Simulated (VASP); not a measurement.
Set up this calculation in VASP 6.6.1, as the native input.

```
Task                   : single point
Functional             : r2SCAN
Potentials or basis    : VASP PAW PBE potentials, release 64 (Ag)
Cutoff                 : 520 eV
k mesh                 : 18 × 18 × 10
Occupations            : gaussian, width 0.15 eV
Spin                   : no spin polarisation
Dipole correction      : no
Further INCAR settings : ALGO = Normal; EDIFF = 1e-06; NBANDS = 18
```

The system is Ag.

```xyz
2
Lattice="2.9300 0.0000 0.0000 -1.4650 2.6516 0.0000 0.0000 0.0000 4.7900" Properties=species:S:1:pos:R:3 pbc="T T T"
Ag    0.0000    1.7678    1.1975
Ag    1.4650    0.8839    3.5925
```

This cell differs from its parent crystal: strain +0.0450 x Voigt [0, 1, 0, 0, 0, 0].

These files were run (other wordings do the same):

POSCAR

```
Ag
1.0
    2.9299980804      0.0000000000      0.0000000000
   -1.4649990402      2.6516381454      0.0000000000
    0.0000000000      0.0000000000      4.7900000000
Ag
2
Direct
    0.3333333333      0.6666666667      0.2500000000
    0.6666666667      0.3333333333      0.7500000000
```

INCAR.step1

```
PREC     = Accurate       # precision mode
ENCUT    = 520            # plane-wave cutoff, eV
ISMEAR   = 0              # smearing method
SIGMA    = 0.15           # smearing width, eV
LREAL    = F              # projectors in reciprocal space
LASPH    = T              # aspherical terms in the spheres
NELM     = 60             # most SCF steps
NBANDS   = 18             # bands
GGA      = PE             # functional
ALGO     = Normal         # electronic algorithm
EDIFF    = 1E-4           # SCF threshold, eV
LWAVE    = T              # write WAVECAR
LCHARG   = F              # write CHGCAR
```

INCAR.step2

```
PREC     = Accurate       # precision mode
ENCUT    = 520            # plane-wave cutoff, eV
EDIFF    = 1E-6           # SCF threshold, eV
ISMEAR   = 0              # smearing method
SIGMA    = 0.15           # smearing width, eV
LREAL    = F              # projectors in reciprocal space
LASPH    = T              # aspherical terms in the spheres
NELM     = 60             # most SCF steps
ALGO     = Normal         # electronic algorithm
ISIF     = 2              # what is computed and relaxed
LWAVE    = F              # write WAVECAR
LCHARG   = F              # write CHGCAR
METAGGA  = R2SCAN         # meta-GGA
LMIXTAU  = T            
NBANDS   = 18             # bands
ISTART   = 1
```

KPOINTS

```
Automatic mesh
0
Gamma
  18 18 10
```

Potentials or basis: VASP PAW PBE potentials, release 64 (Ag).

Command:

```bash
$ cat potpaw_PBE.64/Ag/POTCAR > POTCAR
$ cp INCAR.step1 INCAR
$ mpirun -np 1 vasp_std > vasp.out
$ cp INCAR.step2 INCAR
$ mpirun -np 1 vasp_std > vasp.out
```

It gave:

- Pressure: -5.8 GPa
- Largest force: 0.042 eV/Å
- Band gap on the k mesh: zero (bands 11 and 12 overlap by 7.49 eV)

Caveat: the cell differs from its parent crystal (strain +0.0450 x Voigt [0, 1, 0, 0, 0, 0]); the cell stands under tension; the PAW data sets were made with another functional, which shifts forces and pressure a little.

Run time: 26 min on 1 thread of Oxide Virtual Turin-like Processor, on a shared host, peak memory 0.37 GiB.
